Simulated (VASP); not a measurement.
# GaN (Cc) in VASP: single point with PBE

Aim: the single point of GaN with PBE.

Everything below comes from runs of VASP 6.6.1. Logs are shortened: lines on timing, memory, paths and dates and some standing lists are left out, and cuts for length are marked.

## (1) The cell of the first run

It takes space group Cc (No. 9, monoclinic). The conventional cell has a = 3.180 Å, b = 5.508 Å, c = 5.166 Å, α = 90.00°, β = 90.00°, γ = 90.00°. Within 2.5 Å of Ga (site symmetry 1) lie 4 N at 1.87 to 2.02 Å. Within 2.5 Å of N (site symmetry 1) lie 4 Ga at 1.87 to 2.02 Å.

## (2) Single point, PBE (mode 7 (547.4 1/cm) frozen in, largest displacement +0.075 Å)

INCAR reads:

```
SYSTEM = GaN
ALGO = Normal ; EDIFF = 1E-6
ENCUT = 520 ; GGA = PE
ISIF = 2 ; ISMEAR = 0
LASPH = .True. ; LCHARG = .False.
LREAL = .False. ; LWAVE = .False.
NBANDS = 26 ; NELM = 80
PREC = Accurate ; SIGMA = 0.05
```

KPOINTS reads:

```
k-points
0
Gamma
  12 12 6
  0 0 0
```

POSCAR reads:

```
GaN
1.0
    3.1799996605      0.0000000000      0.0000000000
   -1.5899998303      2.7539604900      0.0000000000
    0.0000000000      0.0000000000      5.1660000000
Ga N
2 2
Direct
    0.3285952439      0.6666666667      0.0000000000
    0.6619285772      0.3333333333      0.5000000000
    0.3569182415      0.6666666667      0.3750000000
    0.6902515748      0.3333333333      0.8750000000
```

Potentials or basis: VASP PAW PBE potentials, release 64 (Ga_d, N).

Run with:

```
$ cat potpaw_PBE.64/Ga_d/POTCAR potpaw_PBE.64/N/POTCAR > POTCAR
$ mpirun -np 1 vasp_std > vasp.out
```

OUTCAR:

```text
SYSTEM = GaN
   EDIFF = 1E-6
   ENCUT = 520
   GGA = PE
   ISIF = 2
   ISMEAR = 0
   LASPH = .True.
   LREAL = .False.
   NELM = 80
   PREC = Accurate

 ion  position               nearest neighbor table
   1  0.329  0.667  0.000-   4 1.87   3 1.94   4 1.95   4 2.02
   2  0.662  0.333  0.500-   3 1.87   4 1.94   3 1.95   3 2.02
   3  0.357  0.667  0.375-   2 1.87   1 1.94   2 1.95   2 2.02
   4  0.690  0.333  0.875-   1 1.87   2 1.94   1 1.95   1 2.02

  LATTYP: Found a hexagonal cell.
 ALAT       =     3.1799996605
 C/A-ratio  =     1.6245284753

  Lattice vectors:

 A1 = (   3.1799996605,   0.0000000000,   0.0000000000)
 A2 = (  -1.5899998303,   2.7539604900,   0.0000000000)
 A3 = (   0.0000000000,   0.0000000000,   5.1660000000)

Analysis of symmetry for initial positions (statically):
=====================================================================
 Subroutine PRICEL returns:
 Original cell was already a primitive cell.

 Routine SETGRP: Setting up the symmetry group for a
 hexagonal supercell.

 Subroutine GETGRP returns: Found  2 space group operations
 (whereof  1 operations were pure point group operations)
 out of a pool of 24 trial point group operations.

The static configuration has the point symmetry C_1 .
 The point group associated with its full space group is C_1h.

Analysis of symmetry for dynamics (positions and initial velocities):
=====================================================================
 Subroutine PRICEL returns:
 Original cell was already a primitive cell.

 Routine SETGRP: Setting up the symmetry group for a
 hexagonal supercell.

 Subroutine GETGRP returns: Found  2 space group operations
 (whereof  1 operations were pure point group operations)
 out of a pool of 24 trial point group operations.

The dynamic configuration has the point symmetry C_1 .
 The point group associated with its full space group is C_1h.

 Subroutine INISYM returns: Found  2 space group operations
 (whereof  1 operations are pure point group operations),
 and found     1 'primitive' translations

----------------------------------------------------------------------------------------

                                     Primitive cell

  volume of cell :      45.2417

  direct lattice vectors                    reciprocal lattice vectors
     3.179999661  0.000000000  0.000000000     0.314465442  0.181556708  0.000000000
    -1.589999830  2.753960490  0.000000000     0.000000000  0.363113416  0.000000000
     0.000000000  0.000000000  5.166000000     0.000000000  0.000000000  0.193573364

  length of vectors
     3.179999661  3.179999661  5.166000000     0.363113416  0.363113416  0.193573364

  position of ions in fractional coordinates (direct lattice)
     0.328595244  0.666666667  0.000000000
     0.661928577  0.333333333  0.500000000
     0.356918241  0.666666667  0.375000000
     0.690251575  0.333333333  0.875000000

  ion indices of the primitive-cell ions
   primitive index   ion index
                 1           1
                 2           2
                 3           3
                 4           4

----------------------------------------------------------------------------------------

 KPOINTS: k-points

Automatic generation of k-mesh.
 Grid dimensions read from file:
 generate k-points for:   12   12    6

 Generating k-lattice:

  Cartesian coordinates                     Fractional coordinates (reciprocal lattice)
     0.026205454  0.015129726  0.000000000     0.083333333  0.000000000  0.000000000
     0.000000000  0.030259451  0.000000000     0.000000000  0.083333333  0.000000000
     0.000000000  0.000000000  0.032262227     0.000000000  0.000000000  0.166666667

  Length of vectors
     0.030259451  0.030259451  0.032262227

  Shift w.r.t. Gamma in fractional coordinates (k-lattice)
     0.000000000  0.000000000  0.000000000

 Subroutine IBZKPT returns following result:
 ===========================================

 Found    242 irreducible k-points:

 Following reciprocal coordinates:
            Coordinates               Weight
  0.000000  0.000000  0.000000      1.000000
  0.083333  0.000000  0.000000      4.000000
  0.000000  0.083333  0.000000      2.000000
  0.166667  0.000000  0.000000      4.000000
  0.000000  0.166667  0.000000      2.000000
  0.250000  0.000000  0.000000      4.000000
[... 16 lines left out ...]
 -0.083333  0.416667  0.000000      4.000000
 -0.416667  0.333333  0.000000      4.000000
 [... further k-points ...]
   k-points           NKPTS =    242   k-points in BZ     NKDIM =    242   number of bands    NBANDS=     26
   number of dos      NEDOS =    301   number of ions     NIONS =      4
   total plane-waves  NPLWV =  23040
   dimension x,y,z NGX =    24 NGY =   24 NGZ =   40
   dimension x,y,z NGXF=    48 NGYF=   48 NGZF=   80
   ions per type =               2   2
   NGX,Y,Z   is equivalent  to a cutoff of  12.55, 12.55, 12.87 a.u.
   NGXF,Y,Z  is equivalent  to a cutoff of  25.09, 25.09, 25.74 a.u.
 SYSTEM =  GaN
   PREC   = accura    normal or accurate (medium, high low for compatibility)
   ISTART =      0    job   : 0-new  1-cont  2-samecut
   ICHARG =      2    charge: 1-file 2-atom 10-const
   ISPIN  =      1    spin polarized calculation?
   LNONCOLLINEAR =      F non collinear calculations
   LSORBIT =      F    spin-orbit coupling
   LASPH  =      T    aspherical Exc in radial PAW
   ENCUT  =  520.0 eV  38.22 Ry    6.18 a.u.   5.91  5.91  9.61*2*pi/ulx,y,z
   NELM   =     80;   NELMIN=  2; NELMDL= -5     # of ELM steps
   EDIFF  = 0.1E-05   stopping-criterion for ELM
   LREAL  =      F    real-space projection
   EDIFFG = 0.1E-04   stopping-criterion for IOM
   NSW    =      0    number of steps for IOM
   IBRION =     -1    ionic relax: 0-MD 1-quasi-New 2-CG
   NFREE  =      0    steps in history (QN), initial steepest desc. (CG)
   ISIF   =      2    stress and relaxation
   ISYM   =      2    0-nonsym 1-usesym 2-fastsym
   POTIM  = 0.5000    time-step for ionic-motion
   TEBEG  =    0.0;   TEEND  =   0.0 temperature during run
   PSTRESS=    0.0 pullay stress
   NELECT =      36.0000    total number of electrons
   NUPDOWN=      -1.0000    fix difference up-down
   EMIN   =  10.00;   EMAX   =-10.00  energy-range for DOS
   EFERMI =   0.00;   METHOD = LEGACY
   ISMEAR =     0;   SIGMA  =   0.05  broadening in eV -4-tet -1-fermi 0-gaus
   EFERMI_NEDOS =   21; number of points for ismear=-14 and -15
   IALGO  =     38    algorithm
   IMIX   =      4    mixing-type and parameters
     AMIX     =   0.40;   BMIX     =  1.00
     AMIX_MAG =   1.60;   BMIX_MAG =  1.00
  volume/ion in A,a.u.               =      11.31        76.33
  Fermi-wavevector in a.u.,A,eV,Ry     =   1.517036  2.866783 31.312431  2.301399
  Thomas-Fermi vector in A             =   2.626346
   LORBIT       =      0    0 simple, 1 ext, 2 COOP (PROOUT), +10 PAW based schemes
   GGA     = PE    functional components
   LHFCALC =     F    Hartree Fock is set to
   AEXX    =    0.0000 exact exchange contribution
   IVDW    =     0    specifies the selected vdW correction
   LEPSILON=     F    determine dielectric tensor
   LRPA    =     F    only Hartree local field effects (RPA)
 non-spin polarized calculation
 Gauss-broadening in eV      SIGMA  =   0.05
  energy-cutoff  :      520.00
  volume of cell :       45.24
 maximum number of plane-waves:      1236
   NGX = 11   NGY = 11   NGZ = 19

 number of electron      35.9999999 magnetization

 Free energy of the ion-electron system (eV)
  ---------------------------------------------------
  ext. energy  EPLUGINS =         0.00000000
  ---------------------------------------------------
  free energy    TOTEN  =       -24.18176497 eV

  energy without entropy =      -24.18176497  energy(sigma->0) =      -24.18176497

 E-fermi :   5.7271     XC(G=0): -11.7222

 val. band max:        5.5184349922   @ k =   0.0000   0.0000   0.0000
 cond. band min:       7.4052690788   @ k =   0.0000   0.0000   0.0000
 fundamental gap:      1.8868340865
 Fermi energy:         5.7270625272

 k-point     1 :       0.0000    0.0000    0.0000
  band No.  band energies     occupation
      1     -10.6655      2.00000
      2      -9.7033      2.00000
      3      -8.0448      2.00000
      4      -8.0200      2.00000
      5      -7.9974      2.00000
      6      -7.9560      2.00000
[... 18 lines left out ...]
     25      17.2817      0.00000
     26      17.3174      0.00000

 k-point     2 :       0.0833    0.0000    0.0000
  band No.  band energies     occupation
      1     -10.5964      2.00000
      2      -9.6853      2.00000
      3      -8.0368      2.00000
      4      -8.0091      2.00000
      5      -7.9794      2.00000
      6      -7.9465      2.00000
[... 18 lines left out ...]
     25      16.9363      0.00000
     26      17.4408      0.00000

 k-point     3 :       0.0000    0.0833    0.0000
  band No.  band energies     occupation
      1     -10.5961      2.00000
      2      -9.6846      2.00000
      3      -8.0431      2.00000
      4      -8.0070      2.00000
      5      -7.9717      2.00000
      6      -7.9468      2.00000
[... 18 lines left out ...]
     25      16.9018      0.00000
     26      17.4753      0.00000

 k-point     4 :       0.1667    0.0000    0.0000
  band No.  band energies     occupation
      1     -10.4077      2.00000
      2      -9.6412      2.00000
      3      -8.0114      2.00000
      4      -7.9839      2.00000
      5      -7.9402      2.00000
      6      -7.9022      2.00000
[... 18 lines left out ...]
     25      16.9268      0.00000
     26      17.7755      0.00000

 k-point     5 :       0.0000    0.1667    0.0000
  band No.  band energies     occupation
      1     -10.4066      2.00000
      2      -9.6385      2.00000
      3      -8.0244      2.00000
      4      -7.9818      2.00000
      5      -7.9236      2.00000
      6      -7.9088      2.00000
[... 18 lines left out ...]
     25      16.8719      0.00000
     26      17.7876      0.00000

 k-point     6 :       0.2500    0.0000    0.0000
  band No.  band energies     occupation
      1     -10.1561      2.00000
      2      -9.5924      2.00000
      3      -7.9828      2.00000
      4      -7.9599      2.00000
      5      -7.8991      2.00000
      6      -7.8485      2.00000
[... 427 lines left out ...]
 k-point    21 :      -0.3333    0.2500    0.0000
  band No.  band energies     occupation
      1     -10.0055      2.00000
      2      -9.5696      2.00000
      3      -7.9675      2.00000
      4      -7.9525      2.00000
      5      -7.8744      2.00000
      6      -7.8347      2.00000
[... 18 lines left out ...]
     25      16.5549      0.00000
     26      18.6788      0.00000

 k-point    22 :       0.3333    0.0833    0.0000
  band No.  band energies     occupation
      1      -9.8189      2.00000
      2      -9.5434      2.00000
      3      -7.9714      2.00000
      4      -7.9436      2.00000
      5      -7.8468      2.00000
      6      -7.8049      2.00000
[... 18 lines left out ...]
     25      17.1551      0.00000
     26      18.9115      0.00000

 k-point    23 :      -0.0833    0.4167    0.0000
  band No.  band energies     occupation
      1      -9.8157      2.00000
      2      -9.5353      2.00000
      3      -7.9771      2.00000
      4      -7.9404      2.00000
      5      -7.8441      2.00000
      6      -7.8078      2.00000
[... 18 lines left out ...]
     25      17.1516      0.00000
     26      18.9326      0.00000

 k-point    24 :      -0.4167    0.3333    0.0000
  band No.  band energies     occupation
      1      -9.8190      2.00000
      2      -9.5458      2.00000
      3      -7.9691      2.00000
      4      -7.9421      2.00000
      5      -7.8483      2.00000
      6      -7.8032      2.00000
[... 18 lines left out ...]
     25      17.1501      0.00000
     26      18.9031      0.00000

 [... further k-points ...]

------------------------ aborting loop because EDIFF is reached ----------------------------------------

  FORCE on cell =-STRESS in cart. coord.  units (eV):
  Direction    XX          YY          ZZ          XY          YZ          ZX
  --------------------------------------------------------------------------------------
  -------------------------------------------------------------------------------------
  Total        2.3555454      2.0503541      2.5110591     -0.0000000      0.0000000      1.0589659
  in kB       83.4185973     72.6106399     88.9259126     -0.0000000      0.0000000     37.5019097
  external PRESSURE =      81.6517166 kB  Pullay stress =       0.0000000 kB

 VOLUME and BASIS-vectors are now :
 -----------------------------------------------------------------------------
  energy-cutoff  :      520.00
  volume of cell :       45.24
      direct lattice vectors                 reciprocal lattice vectors
     3.179999661  0.000000000  0.000000000     0.314465442  0.181556708  0.000000000
    -1.589999830  2.753960490  0.000000000     0.000000000  0.363113416  0.000000000
     0.000000000  0.000000000  5.166000000     0.000000000  0.000000000  0.193573364

 POSITION                                       TOTAL-FORCE (eV/Angst)
 -----------------------------------------------------------------------------------
     -0.01507      1.83597      0.00000         1.154849      0.176230     -0.005320
      1.57493      0.91799      2.58300         1.154849     -0.176230     -0.005320
      0.07500      1.83597      1.93725        -1.154849      0.186232      0.005320
      1.66500      0.91799      4.52025        -1.154849     -0.186232      0.005320
 -----------------------------------------------------------------------------------
    total drift:                               -0.000899     -0.000008     -0.000287

  FREE ENERGIE OF THE ION-ELECTRON SYSTEM (eV)
  ---------------------------------------------------
  free  energy   TOTEN  =       -24.1817649705 eV

  energy  without entropy=      -24.1817649705  energy(sigma->0) =      -24.18176497
```

Wall time 2.7 min (1 thread of AMD EPYC 9R45 (Zen 5), shared host); peak memory 0.31 GiB.

Results:

| Property | Result |
| --- | --- |
| Free energy | -24.1818 eV |
| Pressure | 8.2 GPa |
| Largest force | 1.170 eV/Å |
| Band gap on the k mesh | 1.89 eV, direct |

Forces on the atoms (eV/Å):
```
Ga   1.155  0.176 -0.005
Ga   1.155 -0.176 -0.005
N   -1.155  0.186  0.005
N   -1.155 -0.186  0.005
```

Stress tensor (GPa, compression positive):
```
8.34 0.00 3.75
0.00 7.26 0.00
3.75 0.00 8.89
```

Caveat: the cell differs from its parent crystal (mode 7 (547.4 1/cm) frozen in, largest displacement +0.075 Å); forces of over 1 eV/Å act on the atoms, so gaps and moduli don't describe the material at rest.
